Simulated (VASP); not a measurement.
## SnSe: single point with PBE

SnSe:

```
Sn Se
1.0
     4.79639    0.00000    0.00000
    -2.39820    4.15380    0.00000
     0.00000    0.00000    5.74836
Sn Se
2 2
Direct
  0.33333 0.66667 0.93799
  0.66667 0.33333 0.43799
  0.33333 0.66667 0.43801
  0.66667 0.33333 0.93801
```

```json
{"Program": "VASP 6.6.1", "Task": "single point", "Functional": "PBE", "Potentials or basis": "VASP PAW PBE potentials, release 64 (Sn_d, Se)", "Cutoff": "520 eV", "k mesh": "9 × 9 × 5", "Occupations": "fermi-dirac, width 0.1 eV", "Spin": "no spin polarisation"}
```

```yaml
Pressure: 10.0 GPa
Band_gap_on_the_k_mesh: 0.43 eV (least direct gap 1.05 eV)
```

Levels at points of the mesh, in eV from the valence-band top:
```csv
k point,band 16,band 17,band 18,band 19,band 20,band 21,band 22,band 23,band 24,band 25
"(0.00, 0.00, 0.00)",-4.61,-4.61,-3.02,-3.02,-2.92,0.65,0.65,2.61,2.61,4.24
```

Wall time 2.6 min on 1 thread of Intel Xeon 8259CL (shared host), peak memory 0.29 GiB.

Caveat: the cell stands under pressure; semilocal functionals underestimate gaps, and a narrow one can read as zero; spin-orbit coupling is left out, which moves the levels of the heavy elements. A k mesh can miss the band edges.
